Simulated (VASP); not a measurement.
Wanted: the native input for a VASP 6.6.1 run.

- Task: single point
- Functional: r2SCAN
- Potentials or basis: VASP PAW PBE potentials, release 64 (Pt)
- Cutoff: 520 eV
- k mesh: 20 × 20 × 20
- Occupations: gaussian, width 0.15 eV
- Spin: no spin polarisation
- Dipole correction: no
- Further INCAR settings: ALGO = Normal; EDIFF = 1e-06; NBANDS = 11

The system is Pt.

```
Pt
1.0
     0.00000    2.00685    1.90895
     2.00685    0.00000    1.90895
     2.00685    2.00685    0.00000
Pt
1
Direct
  0.00000 0.00000 0.00000
```

This cell differs from its parent crystal: strain +0.025 along x and y, -0.025 along z.

These files were run (other wordings do the same):

POSCAR

```
Pt
1.0
    0.0000000000      2.0068475000      1.9089525000
    2.0068475000      0.0000000000      1.9089525000
    2.0068475000      2.0068475000      0.0000000000
Pt
1
Direct
    0.0000000000      0.0000000000      0.0000000000
```

INCAR.step1

```
SYSTEM = Pt
  PREC = Accurate
  ENCUT = 520
  ISMEAR = 0
  SIGMA = 0.15
  LREAL = .False.
  LASPH = .True.
  NELM = 60
  NBANDS = 11
  GGA = PE
  ALGO = Normal
  EDIFF = 1E-4
  LWAVE = .True.
  LCHARG = .False.
```

INCAR.step2

```
SYSTEM = Pt
  PREC = Accurate
  ENCUT = 520
  EDIFF = 1E-6
  ISMEAR = 0
  SIGMA = 0.15
  LREAL = .False.
  LASPH = .True.
  NELM = 60
  ALGO = Normal
  ISIF = 2
  LWAVE = .False.
  LCHARG = .False.
  METAGGA = R2SCAN
  LMIXTAU = .True.
  NBANDS = 11
  ISTART = 1
```

KPOINTS

```
regular mesh
0
Gamma
  20 20 20
  0 0 0
```

Potentials or basis: VASP PAW PBE potentials, release 64 (Pt).

Command:

```bash
$ cat potpaw_PBE.64/Pt/POTCAR > POTCAR
$ cp INCAR.step1 INCAR
$ mpirun -np 1 vasp_std > vasp.out
$ cp INCAR.step2 INCAR
$ mpirun -np 1 vasp_std > vasp.out
```

It gave:

```yaml
Pressure: -0.5 GPa
Band_gap_on_the_k_mesh: zero (bands 5 and 6 overlap by 2.49 eV)
```

Caveat: the cell differs from its parent crystal (strain +0.025 along x and y, -0.025 along z); the PAW data sets were made with another functional, which shifts forces and pressure a little; spin-orbit coupling is left out, which moves the levels of the heavy elements.

It took 3.2 min on 1 thread of Intel(R) Xeon(R) Platinum 8488C (Sapphire Rapids), on a shared host, peak memory 0.24 GiB.
